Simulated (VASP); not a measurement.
**Si2AgAs3: single point with PBE**

Crystal: Si2AgAs3.

```
Si Ag As
1.0
     6.52611    0.00000    0.00000
    -3.26306    5.65178    0.00000
     0.00000    0.00000    3.45181
Si Ag As
2 1 3
Direct
  0.66667 0.33333 0.00000
  0.33333 0.66667 0.00000
  0.00000 0.00000 0.00000
  0.50000 0.00000 0.50000
  0.00000 0.50000 0.50000
  0.50000 0.50000 0.50000
```

| Item | Value |
| --- | --- |
| Program | VASP 6.6.1 |
| Task | single point |
| Functional | PBE |
| Potentials or basis | VASP PAW PBE potentials, release 64 (Si, Ag, As) |
| Cutoff | 520 eV |
| k mesh | 6 × 6 × 12 |
| Occupations | gaussian, width 0.1 eV |
| Spin | no spin polarisation |

```json
{
 "Pressure": "0.1 GPa",
 "Band gap on the k mesh": "zero (band 17 reaches 6.22 eV, above the bottom of band 18 at 4.74 eV)"
}
```

Stress tensor (GPa, compression positive):
```
0.11 0.00 0.00
0.00 0.11 0.00
0.00 0.00 0.18
```

Levels at points of the mesh, in eV from the Fermi level:
```tsv
k point	band 14	band 15	band 16	band 17	band 18	band 19	band 20	band 21
(0.00, 0.00, 0.00)	-1.20	-0.26	-0.26	0.59	0.59	1.10	1.25	2.59
(0.50, 0.00, 0.00)	-1.92	-1.24	-0.16	0.58	0.62	0.71	1.53	2.67
(0.00, 0.00, 0.50)	-2.25	-2.25	-0.48	-0.48	1.23	1.42	1.59	1.59
(0.50, 0.00, 0.50)	-2.89	-1.72	-1.31	-1.30	-0.47	0.59	0.99	1.73
```

Run time: 3.9 min on 1 thread of Oxide Virtual Turin-like Processor, with other jobs on the host, peak memory 0.31 GiB.
